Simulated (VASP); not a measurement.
Write the native input for VASP 6.6.1 that does the following.

```yaml
Task: relaxation of cell and atoms
Functional: PBEsol
Potentials_or_basis: VASP PAW PBE potentials, release 64 (Rh_pv)
Cutoff: 600 eV
k_mesh: 18 × 18 × 10
Occupations: gaussian, width 0.1 eV
Spin: no spin polarisation
Target_pressure: 90 GPa
Dipole_correction: no
Further_INCAR_settings: ALGO = Fast; EDIFF = 1e-07; IBRION = 2; EDIFFG = -0.008; NSW = 70; ISIF = 3
```

The structure of Rh lies in POSCAR:

```
Rh
1.0
    2.5151444846      0.0000000000      0.0000000000
   -1.2575722423      2.1781790179      0.0000000000
    0.0000000000      0.0000000000      4.0607581363
Rh
2
Direct
    0.6666666667      0.3333333333      0.7500000000
    0.3333333333      0.6666666667      0.2500000000
```

This isn't the form of Rh at room conditions, which is fcc.

One way to write it, as run:

INCAR

```
SYSTEM = Rh
PREC     = Accurate       ! precision mode
ENCUT    = 600            ! plane-wave cutoff, eV
EDIFF    = 1E-7           ! SCF threshold, eV
ISMEAR   = 0              ! smearing method
SIGMA    = 0.1            ! smearing width, eV
LREAL    = .FALSE.        ! projectors in reciprocal space
LASPH    = .TRUE.         ! aspherical terms in the spheres
NELM     = 100            ! most SCF steps
ALGO     = Fast           ! electronic algorithm
ISIF     = 3              ! what is computed and relaxed
LWAVE    = .FALSE.        ! write WAVECAR
LCHARG   = .FALSE.        ! write CHGCAR
GGA      = PS             ! functional
IBRION   = 2              ! ionic algorithm
NSW      = 70             ! ionic steps
EDIFFG   = -0.008         ! ionic threshold
PSTRESS  = 900.0
```

KPOINTS

```
regular mesh
0
G
  18 18 10
  0 0 0
```

Potentials or basis: VASP PAW PBE potentials, release 64 (Rh_pv).

Launch:

```console
$ cat potpaw_PBE.64/Rh_pv/POTCAR > POTCAR
$ mpirun -np 1 vasp_std > vasp.out
```

Results of the run:

```
Relaxed volume                                             : 11.20 Å³/atom
Relaxed cell                                               : a = 2.520 Å, b = 2.520 Å, c = 4.075 Å, α = 90.00°, β = 90.00°, γ = 120.00°
Space group after relaxing (to 0.1 Å)                      : P6_3/mmc (No. 194)
Energy change on relaxing (the run minimises the enthalpy) : -45.6 meV/atom
Ionic steps                                                : 6
Pressure after relaxing                                    : 90.0 GPa
Band gap on the k mesh                                     : zero (bands 15 and 16 overlap by 3.39 eV)
```

Caveat: the cell is relaxed towards a set pressure, so the run minimises the enthalpy, not the energy; the PAW data sets were made with another functional, which shifts forces and pressure a little.

It took 3.2 min on 1 thread of Intel(R) Xeon(R) 6975P-C (Granite Rapids), on a shared host, peak memory 0.21 GiB.
